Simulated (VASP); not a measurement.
Crystal: Bi.

```
CELL_PARAMETERS angstrom
3.48860 -3.13258 0.00000
3.48860 3.13258 0.00000
-1.26023 0.00000 3.11355
ATOMIC_POSITIONS crystal
Bi 0.24694 0.24694 0.14262
Bi 0.75306 0.75306 0.85738
```

Base run:

```yaml
Program: VASP 6.6.1
Functional: PBE
Potentials_or_basis: VASP PAW PBE potentials, release 64 (Bi_d)
Cutoff: 520 eV
k_mesh: 4 × 4 × 6
Occupations: gaussian, width 0.1 eV
Spin: no spin polarisation
```

Its results: band gap on the k mesh zero (band 15 reaches 9.90 eV, above the bottom of band 16 at 5.15 eV); pressure -0.1 GPa; largest force 0.110 eV/Å.

Problem. The run is repeated on the same cell with these changes: cutoff from 520 eV to 500 eV; k mesh from 4 × 4 × 6 to 3 × 3 × 4. What comes out?

Solution. Band gap on the k mesh zero (band 15 reaches 9.53 eV, above the bottom of band 16 at 5.04 eV); pressure 0.5 GPa; largest force 0.054 eV/Å.

Caveats: some runs use coarse meshes; spin-orbit coupling is left out, which moves the levels of the heavy elements.
